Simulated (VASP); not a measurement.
A run of VASP 6.6.1 is set up as follows.

Contents of POSCAR:

```
V
1.0
   -1.4939954128      1.4939954128      1.4939954128
    1.4939954128     -1.4939954128      1.4939954128
    1.4939954128      1.4939954128     -1.4939954128
V
1
Direct
    0.0000000000      0.0000000000      0.0000000000
```

File INCAR.step1:

```
SYSTEM = V
ALGO = Normal
EDIFF = 1E-4
ENCUT = 520
GGA = PE
ISMEAR = -1
LASPH = .TRUE.
LCHARG = .FALSE.
LREAL = .FALSE.
LWAVE = .TRUE.
NBANDS = 12
NELM = 60
PREC = Accurate
SIGMA = 0.15
```

INCAR.step2

```
SYSTEM = V
ALGO = Normal
EDIFF = 1E-7
ENCUT = 520
ISIF = 2
ISMEAR = -1
ISTART = 1
LASPH = .TRUE.
LCHARG = .TRUE.
LELF = .TRUE.
LMIXTAU = .TRUE.
LREAL = .FALSE.
LVHAR = .TRUE.
LWAVE = .FALSE.
METAGGA = R2SCAN
NBANDS = 12
NELM = 60
PREC = Accurate
SIGMA = 0.15
```

Contents of KPOINTS:

```
k-points
0
G
  26 26 26
  0 0 0
```

Potentials or basis: VASP PAW PBE potentials, release 64 (V_sv).

Run with:

```sh
$ cat potpaw_PBE.64/V_sv/POTCAR > POTCAR
$ cp INCAR.step1 INCAR
$ mpirun -np 1 vasp_std > vasp.out
$ cp INCAR.step2 INCAR
$ mpirun -np 1 vasp_std > vasp.out
```

Predict the pressure.

0.3 GPa.

Caveat: the PAW data sets were made with another functional, which shifts forces and pressure a little.
